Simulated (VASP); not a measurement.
Runs of VASP 6.6.1 on Ga. The structure is that of space group Cmcm (No. 63), or close to it. The cells are those of the table. 

```tsv
level	potentials or basis	cell	k mesh	gap on the mesh (eV)	pressure (GPa)	largest force (eV/Å)
LDA	VASP PAW LDA potentials, release 64 (Ga_d)	a = 4.257, b = 4.257, c = 3.332 Å, angles 90.7, 90.7, 142.1°, 2 atoms	6 × 6 × 5	none	-3.7	0.16
PBE	VASP PAW PBE potentials, release 64 (Ga_d)	a = 4.257, b = 4.257, c = 3.332 Å, angles 90.7, 90.7, 142.1°, 2 atoms	10 × 10 × 8	none	1.5	(a)
PBEsol	VASP PAW PBE potentials, release 64 (Ga_d)	a = 4.223, b = 4.223, c = 3.135 Å, angles 90.4, 90.4, 141.6°, 2 atoms	10 × 10 × 8	none	2.0	-
PBEsol	VASP PAW PBE potentials, release 64 (Ga_d)	a = 4.179, b = 4.179, c = 3.093 Å, angles 90.5, 90.5, 141.7°, 2 atoms	10 × 10 × 8	none	5.2	-
PBEsol	VASP PAW PBE potentials, release 64 (Ga_d)	a = 4.051, b = 4.051, c = 2.936 Å, angles 90.0, 90.0, 142.5°, 2 atoms	10 × 10 × 8	none	(b)	-
PBEsol	VASP PAW PBE potentials, release 64 (Ga_d)	a = 4.257, b = 4.257, c = 3.165 Å, angles 90.3, 90.3, 141.3°, 2 atoms	10 × 10 × 8	none	0.0	-
BLYP+D4	VASP PAW PBE potentials, release 64 (Ga_d)	a = 4.270, b = 4.270, c = 3.198 Å, angles 90.0, 90.0, 141.1°, 2 atoms	10 × 10 × 8	none	0.0	-
PBE	VASP PAW PBE potentials, release 64 (Ga_d)	a = 4.313, b = 4.313, c = 3.376 Å, angles 90.7, 90.7, 142.1°, 2 atoms	10 × 10 × 8	none	-0.5	(c)
```

Alike in all rows: task single point; no spin polarisation; cutoff (eV) 520; smearing fermi-dirac 0.05 eV.

Problem. Estimate the missing entries.

Solution. (a) 0.20; (b) 20.2; (c) 0.19.

Caveats: some runs use coarse meshes; the PAW data sets were made with another functional, which shifts forces and pressure a little (some runs); pairwise dispersion overbinds metals, which lowers pressure and volume (some runs).

A k mesh can miss the band edges, and the runs leave out spin-orbit coupling on Ga.

A gap of «none» marks levels without a gap at the run's occupations.
